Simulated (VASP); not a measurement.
Wanted: the native input for a VASP 6.6.1 run.

```
Task                   : single point
Functional             : PBE
Potentials or basis    : VASP PAW PBE potentials, release 64 (Sb)
Cutoff                 : 520 eV
k mesh                 : 12 × 12 × 12
Occupations            : fermi-dirac, width 0.05 eV
Spin                   : no spin polarisation
Dipole correction      : no
Further INCAR settings : ALGO = Normal; EDIFF = 1e-06; NBANDS = 8
```

The structure of Sb lies in POSCAR:

```
Sb
1.0
   -1.5659590577      1.5659590577      2.6937369538
    1.5659590577     -1.5659590577      2.6937369538
    1.5659590577      1.5659590577     -2.6937369538
Sb
1
Direct
    0.0000000000      0.0000000000      0.0000000000
```

This cell differs from its parent crystal: volume scaled by 0.98.

One way to write it, as run:

INCAR

```
  ALGO = Normal
  EDIFF = 1E-6
  ENCUT = 520
  GGA = PE
  ISIF = 2
  ISMEAR = -1
  LASPH = True
  LCHARG = True
  LELF = True
  LREAL = False
  LVHAR = True
  LWAVE = False
  NBANDS = 8
  NELM = 60
  PREC = Accurate
  SIGMA = 0.05
```

KPOINTS

```
k-points
0
Gamma
  12 12 12
```

Potentials or basis: VASP PAW PBE potentials, release 64 (Sb).

The run is started by

```sh
$ cat potpaw_PBE.64/Sb/POTCAR > POTCAR
$ mpirun -np 1 vasp_std > vasp.out
```

It gave:

* Pressure: 3.1 GPa

Run time: 25 s on 1 thread of Intel(R) Xeon(R) Platinum 8259CL CPU @ 2.50GHz (Skylake/Cascade Lake) (shared host), peak memory 0.17 GiB.
